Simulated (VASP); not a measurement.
Ru3N2: single point with PBE

The system is Ru3N2.

```
CELL_PARAMETERS angstrom
3.16536 0.00000 0.00000
-1.58268 2.74129 0.00000
0.00000 0.00000 6.42944
ATOMIC_POSITIONS crystal
Ru 0.00000 0.00000 0.00000
Ru 0.33333 0.66667 0.66837
Ru 0.66667 0.33333 0.33163
N 0.33333 0.66667 0.20016
N 0.66667 0.33333 0.79984
```

| Property | Result |
| --- | --- |
| Program | VASP 6.6.1 |
| Task | single point |
| Functional | PBE |
| Potentials or basis | VASP PAW PBE potentials, release 64 (Ru_pv, N) |
| Cutoff | 520 eV |
| k mesh | 6 × 6 × 4 |
| Occupations | gaussian, width 0.1 eV |
| Spin | no spin polarisation |

The pressure is 0.3 GPa and the largest force is 0.031 eV/Å. The band gap on the k mesh is zero (band 26 reaches 12.04 eV, above the bottom of band 27 at 10.80 eV).

Forces in eV/Å, atoms in the order of the input:
```
Ru   0.000  0.000  0.000
Ru   0.000  0.000 -0.031
Ru   0.000  0.000  0.031
N    0.000  0.000 -0.007
N    0.000  0.000  0.007
```

Levels at points of the mesh, in eV from the Fermi level:
| k point | band 22 | band 23 | band 24 | band 25 | band 26 | band 27 | band 28 | band 29 | band 30 | band 31 |
| --- | --- | --- | --- | --- | --- | --- | --- | --- | --- | --- |
| (0.00, 0.00, 0.00) | -1.57 | -1.57 | -1.14 | -1.14 | -0.89 | -0.89 | 0.18 | 0.64 | 1.69 | 1.69 |
| (0.50, 0.00, 0.00) | -1.56 | -1.11 | -0.82 | -0.47 | -0.04 | 0.02 | 0.29 | 0.43 | 0.72 | 2.10 |
| (0.00, 0.00, 0.50) | -2.65 | -2.51 | -1.97 | -1.97 | 0.29 | 0.29 | 0.55 | 1.08 | 2.58 | 2.58 |
| (0.50, 0.00, 0.50) | -1.28 | -1.07 | -0.91 | -0.70 | -0.60 | -0.41 | 0.26 | 1.20 | 2.05 | 2.05 |

It took 22 s on 1 thread of Intel(R) Xeon(R) Platinum 8488C (Sapphire Rapids), with other jobs on the host, peak memory 0.18 GiB.

Caveat: the k points lie up to 0.38 Å⁻¹ apart.
